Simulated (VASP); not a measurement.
# HfB (Fm-3m) in VASP: electric field gradients with RPBE+D3(BJ)

Aim: the electric field gradients of HfB with RPBE+D3(BJ).

Everything below comes from runs of VASP 6.6.1. Logs are shortened: lines on timing, memory, paths and dates and some standing lists are left out, and cuts for length are marked.

**1. The cell of the first run**

Symmetry: Fm-3m, No. 225, cubic system. Conventional cell: a = 4.620 Å, b = 4.620 Å, c = 4.620 Å, α = 90.00°, β = 90.00°, γ = 90.00°. Within 3.1 Å of Hf (site symmetry m-3m) lie 6 B at 2.31 Å. B (site symmetry m-3m) has 6 Hf at 2.31 Å within 3.1 Å.

**2. Electric field gradients, RPBE+D3(BJ)**

Contents of INCAR:

```
  PREC = Accurate
  ENCUT = 420
  EDIFF = 1E-8
  ISMEAR = 1
  SIGMA = 0.08
  LREAL = False
  LASPH = True
  NELM = 120
  ALGO = Normal
  ISIF = 2
  LWAVE = False
  LCHARG = False
  GGA = RP
  IVDW = 12
  LEFG = True
  NBANDS = 14
  GGA_COMPAT = False
```

Contents of KPOINTS:

```
Automatic mesh
0
Gamma
  2 2 2
```

Contents of POSCAR:

```
HfB
1.0
    0.0000000000      2.3100000000      2.3100000000
    2.3100000000      0.0000000000      2.3100000000
    2.3100000000      2.3100000000      0.0000000000
Hf B
1 1
Direct
    0.5000000000      0.5000000000      0.5000000000
    0.0000000000      0.0000000000      0.0000000000
```

Potentials or basis: VASP PAW PBE potentials, release 64 (Hf_pv, B).

Launch:

```sh
$ cat potpaw_PBE.64/Hf_pv/POTCAR potpaw_PBE.64/B/POTCAR > POTCAR
$ mpirun -np 1 vasp_std > vasp.out
```

OUTCAR:

```text
PREC = Accurate
   ENCUT = 420
   EDIFF = 1E-8
   ISMEAR = 1
   LREAL = False
   LASPH = True
   NELM = 120
   ISIF = 2
   GGA = RP
   IVDW = 12
 IVDW          = 12

 ion  position               nearest neighbor table
   1  0.500  0.500  0.500-   2 2.31   2 2.31   2 2.31   2 2.31   2 2.31   2 2.31
   2  0.000  0.000  0.000-   1 2.31   1 2.31   1 2.31   1 2.31   1 2.31   1 2.31

  LATTYP: Found a face centered cubic cell.
 ALAT       =     4.6200000000

  Lattice vectors:

 A1 = (   0.0000000000,   2.3100000000,   2.3100000000)
 A2 = (   2.3100000000,   0.0000000000,   2.3100000000)
 A3 = (   2.3100000000,   2.3100000000,   0.0000000000)

Analysis of symmetry for initial positions (statically):
=====================================================================
 Subroutine PRICEL returns:
 Original cell was already a primitive cell.

 Routine SETGRP: Setting up the symmetry group for a
 face centered cubic supercell.

 Subroutine GETGRP returns: Found 48 space group operations
 (whereof 48 operations were pure point group operations)
 out of a pool of 48 trial point group operations.

The static configuration has the point symmetry O_h .

Analysis of symmetry for dynamics (positions and initial velocities):
=====================================================================
 Subroutine PRICEL returns:
 Original cell was already a primitive cell.

 Routine SETGRP: Setting up the symmetry group for a
 face centered cubic supercell.

 Subroutine GETGRP returns: Found 48 space group operations
 (whereof 48 operations were pure point group operations)
 out of a pool of 48 trial point group operations.

The dynamic configuration has the point symmetry O_h .

 Subroutine INISYM returns: Found 48 space group operations
 (whereof 48 operations are pure point group operations),
 and found     1 'primitive' translations

----------------------------------------------------------------------------------------

                                     Primitive cell

  volume of cell :      24.6528

  direct lattice vectors                    reciprocal lattice vectors
     0.000000000  2.310000000  2.310000000    -0.216450216  0.216450216  0.216450216
     2.310000000  0.000000000  2.310000000     0.216450216 -0.216450216  0.216450216
     2.310000000  2.310000000  0.000000000     0.216450216  0.216450216 -0.216450216

  length of vectors
     3.266833329  3.266833329  3.266833329     0.374902772  0.374902772  0.374902772

  position of ions in fractional coordinates (direct lattice)
     0.500000000  0.500000000  0.500000000
     0.000000000  0.000000000  0.000000000

  ion indices of the primitive-cell ions
   primitive index   ion index
                 1           1
                 2           2

----------------------------------------------------------------------------------------

 KPOINTS: Automatic mesh

Automatic generation of k-mesh.
 Grid dimensions read from file:
 generate k-points for:    2    2    2

 Generating k-lattice:

  Cartesian coordinates                     Fractional coordinates (reciprocal lattice)
    -0.108225108  0.108225108  0.108225108     0.500000000  0.000000000  0.000000000
     0.108225108 -0.108225108  0.108225108     0.000000000  0.500000000  0.000000000
     0.108225108  0.108225108 -0.108225108     0.000000000  0.000000000  0.500000000

  Length of vectors
     0.187451386  0.187451386  0.187451386

  Shift w.r.t. Gamma in fractional coordinates (k-lattice)
     0.000000000  0.000000000  0.000000000

 Subroutine IBZKPT returns following result:
 ===========================================

 Found      3 irreducible k-points:

 Following reciprocal coordinates:
            Coordinates               Weight
  0.000000  0.000000  0.000000      1.000000
  0.500000  0.000000  0.000000      4.000000
  0.500000  0.500000  0.000000      3.000000
   k-points           NKPTS =      3   k-points in BZ     NKDIM =      3   number of bands    NBANDS=     14
   number of dos      NEDOS =    301   number of ions     NIONS =      2
   total plane-waves  NPLWV =  13824
   dimension x,y,z NGX =    24 NGY =   24 NGZ =   24
   dimension x,y,z NGXF=    48 NGYF=   48 NGZF=   48
   ions per type =               1   1
   NGX,Y,Z   is equivalent  to a cutoff of  12.21, 12.21, 12.21 a.u.
   NGXF,Y,Z  is equivalent  to a cutoff of  24.43, 24.43, 24.43 a.u.
 SYSTEM =  unknown system
   PREC   = accura    normal or accurate (medium, high low for compatibility)
   ISTART =      0    job   : 0-new  1-cont  2-samecut
   ICHARG =      2    charge: 1-file 2-atom 10-const
   ISPIN  =      1    spin polarized calculation?
   LNONCOLLINEAR =      F non collinear calculations
   LSORBIT =      F    spin-orbit coupling
   LASPH  =      T    aspherical Exc in radial PAW
   ENCUT  =  420.0 eV  30.87 Ry    5.56 a.u.   5.46  5.46  5.46*2*pi/ulx,y,z
   NELM   =    120;   NELMIN=  2; NELMDL= -5     # of ELM steps
   EDIFF  = 0.1E-07   stopping-criterion for ELM
   LREAL  =      F    real-space projection
   EDIFFG = 0.1E-06   stopping-criterion for IOM
   NSW    =      0    number of steps for IOM
   IBRION =     -1    ionic relax: 0-MD 1-quasi-New 2-CG
   NFREE  =      0    steps in history (QN), initial steepest desc. (CG)
   ISIF   =      2    stress and relaxation
   ISYM   =      2    0-nonsym 1-usesym 2-fastsym
   POTIM  = 0.5000    time-step for ionic-motion
   TEBEG  =    0.0;   TEEND  =   0.0 temperature during run
   PSTRESS=    0.0 pullay stress
   NELECT =      13.0000    total number of electrons
   NUPDOWN=      -1.0000    fix difference up-down
   EMIN   =  10.00;   EMAX   =-10.00  energy-range for DOS
   EFERMI =   0.00;   METHOD = LEGACY
   ISMEAR =     1;   SIGMA  =   0.08  broadening in eV -4-tet -1-fermi 0-gaus
   EFERMI_NEDOS =   21; number of points for ismear=-14 and -15
   IALGO  =     38    algorithm
   IMIX   =      4    mixing-type and parameters
     AMIX     =   0.40;   BMIX     =  1.00
     AMIX_MAG =   1.60;   BMIX_MAG =  1.00
  volume/ion in A,a.u.               =      12.33        83.18
  Fermi-wavevector in a.u.,A,eV,Ry     =   1.322617  2.499383 23.800871  1.749315
  Thomas-Fermi vector in A             =   2.452285
   LORBIT       =      0    0 simple, 1 ext, 2 COOP (PROOUT), +10 PAW based schemes
   GGA     = RP    functional components
   LHFCALC =     F    Hartree Fock is set to
   AEXX    =    0.0000 exact exchange contribution
   IVDW    =    12    specifies the selected vdW correction
   LEPSILON=     F    determine dielectric tensor
   LRPA    =     F    only Hartree local field effects (RPA)
 non-spin polarized calculation
 Methfessel and Paxton  Order N= 1 SIGMA  =   0.08
  energy-cutoff  :      420.00
  volume of cell :       24.65
 maximum number of plane-waves:       531
 NGX is ok and might be reduce to    24
   NGX = 11   NGY = 11   NGZ = 11

 number of electron      13.0000002 magnetization

 Free energy of the ion-electron system (eV)
  ---------------------------------------------------
  ext. energy  EPLUGINS =         0.00000000
  ---------------------------------------------------
  free energy    TOTEN  =       -16.04069473 eV

  energy without entropy =      -16.02466284  energy(sigma->0) =      -16.03535077

 E-fermi :   7.4690     XC(G=0): -12.2597

 val. band max:        4.2515099717   @ k =   0.5000   0.5000   0.0000
 cond. band min:       7.4845116195   @ k =   0.0000   0.0000   0.0000
 fundamental gap:      3.2330016478
 Fermi energy:         7.4690243105

 k-point     1 :       0.0000    0.0000    0.0000
  band No.  band energies     occupation
      1     -22.9864      2.00000
      2     -22.9864      2.00000
      3     -22.9864      2.00000
      4      -4.4343      2.00000
      5       7.4845      0.67905
      6       7.4845      0.67905
      7       7.4845      0.67905
      8       9.0746      0.00000
      9       9.0746      0.00000
     10       9.0746      0.00000
     11       9.5100      0.00000
     12       9.5100      0.00000
     13      16.8862      0.00000
     14      18.1435      0.00000

 k-point     2 :       0.5000    0.0000    0.0000
  band No.  band energies     occupation
      1     -23.7223      2.00000
      2     -23.0641      2.00000
      3     -23.0641      2.00000
      4       0.1810      2.00000
      5       1.0198      2.00000
      6       3.8262      2.00000
      7       3.8262      2.00000
      8      11.8611      0.00000
      9      11.8611      0.00000
     10      12.8846      0.00000
     11      13.6236      0.00000
     12      19.1972      0.00000
     13      19.1972      0.00000
     14      19.8252      0.00000

 k-point     3 :       0.5000    0.5000    0.0000
  band No.  band energies     occupation
      1     -23.6548      2.00000
      2     -23.2469      2.00000
      3     -23.2469      2.00000
      4      -1.6191      2.00000
      5       4.1625      2.00000
      6       4.2515      2.00000
      7       7.5044      0.32714
      8       7.5044      0.32714
      9      11.5509      0.00000
     10      13.2537      0.00000
     11      13.2537      0.00000
     12      14.7172      0.00000
     13      19.2035      0.00000
     14      20.6791      0.00000

------------------------ aborting loop because EDIFF is reached ----------------------------------------

 Edisp (eV)   -5.12534

 E8    (eV) :    -3.6704

  FORCE on cell =-STRESS in cart. coord.  units (eV):
  Direction    XX          YY          ZZ          XY          YZ          ZX
  --------------------------------------------------------------------------------------
  -------------------------------------------------------------------------------------
  Total      -0.52800    -0.52800    -0.52800     0.00000     0.00000     0.00000
  in kB     -34.31427   -34.31427   -34.31427     0.00000     0.00000     0.00000
  external pressure =      -34.31 kB  Pullay stress =        0.00 kB

 VOLUME and BASIS-vectors are now :
 -----------------------------------------------------------------------------
  energy-cutoff  :      420.00
  volume of cell :       24.65
      direct lattice vectors                 reciprocal lattice vectors
     0.000000000  2.310000000  2.310000000    -0.216450216  0.216450216  0.216450216
     2.310000000  0.000000000  2.310000000     0.216450216 -0.216450216  0.216450216
     2.310000000  2.310000000  0.000000000     0.216450216  0.216450216 -0.216450216

 POSITION                                       TOTAL-FORCE (eV/Angst)
 -----------------------------------------------------------------------------------
      2.31000      2.31000      2.31000         0.000000      0.000000     -0.000000
      0.00000      0.00000      0.00000        -0.000000     -0.000000      0.000000
 -----------------------------------------------------------------------------------
    total drift:                               -0.000000     -0.000000      0.000000

  FREE ENERGIE OF THE ION-ELECTRON SYSTEM (eV)
  ---------------------------------------------------
  free  energy   TOTEN  =       -21.1660326209 eV

  energy  without entropy=      -21.1500007343  energy(sigma->0) =      -21.16068866

 Electric field gradients (V/A^2)
---------------------------------------------------------------------
 ion       V_xx      V_yy      V_zz      V_xy      V_xz      V_yz
---------------------------------------------------------------------
   1       0.000    -0.000     0.000    -0.000    -0.000    -0.000
   2      -0.000    -0.000    -0.000     0.000     0.000     0.000
---------------------------------------------------------------------

 Electric field gradients after diagonalization (V/A^2)
 (convention: |V_zz| > |V_xx| > |V_yy|)
----------------------------------------------------------------------
 ion       V_xx      V_yy      V_zz     asymmetry (V_yy - V_xx)/ V_zz
----------------------------------------------------------------------
   1       0.000     0.000    -0.000       0.000
   2      -0.000    -0.000     0.000       0.000
----------------------------------------------------------------------

           NMR quadrupolar parameters

 Cq : quadrupolar parameter    Cq=e*Q*V_zz/h
 eta: asymmetry parameters     (V_yy - V_xx)/ V_zz
 Q  : nuclear electric quadrupole moment in mb (millibarn)
----------------------------------------------------------------------
 ion       Cq(MHz)       eta       Q (mb)
----------------------------------------------------------------------
   1      -0.000       0.000       1.000
   2       0.000       0.000       1.000
----------------------------------------------------------------------
```

Run time: 9.5 s. Hardware: 1 thread of Intel Xeon Platinum 8375C at 2.90GHz (Ice Lake), shared host; peak memory 0.14 GiB.

What came out:

```yaml
Free_energy: -21.1660 eV
Pressure: -3.4 GPa
Dispersion_energy_per_atom: -2.563 eV
```

Levels at points of the mesh, in eV from the Fermi level:
| k point | band 2 | band 3 | band 4 | band 5 | band 6 | band 7 | band 8 | band 9 | band 10 | band 11 |
| --- | --- | --- | --- | --- | --- | --- | --- | --- | --- | --- |
| (0.00, 0.00, 0.00) | -30.46 | -30.46 | -11.90 | 0.02 | 0.02 | 0.02 | 1.61 | 1.61 | 1.61 | 2.04 |
| (0.50, 0.00, 0.00) | -30.53 | -30.53 | -7.29 | -6.45 | -3.64 | -3.64 | 4.39 | 4.39 | 5.42 | 6.15 |
| (0.50, 0.50, 0.00) | -30.72 | -30.72 | -9.09 | -3.31 | -3.22 | 0.04 | 0.04 | 4.08 | 5.78 | 5.78 |

Caveat: the k points lie up to 1.18 Å⁻¹ apart; three body term missing; without QUAD_EFG the Cq values of the log hold for a quadrupole moment of 1 mb, not for the nuclei; the PAW data sets were made with another functional, which shifts forces and pressure a little; spin-orbit coupling is left out, which moves the levels of the heavy elements; pairwise dispersion overbinds metals, which lowers pressure and volume.
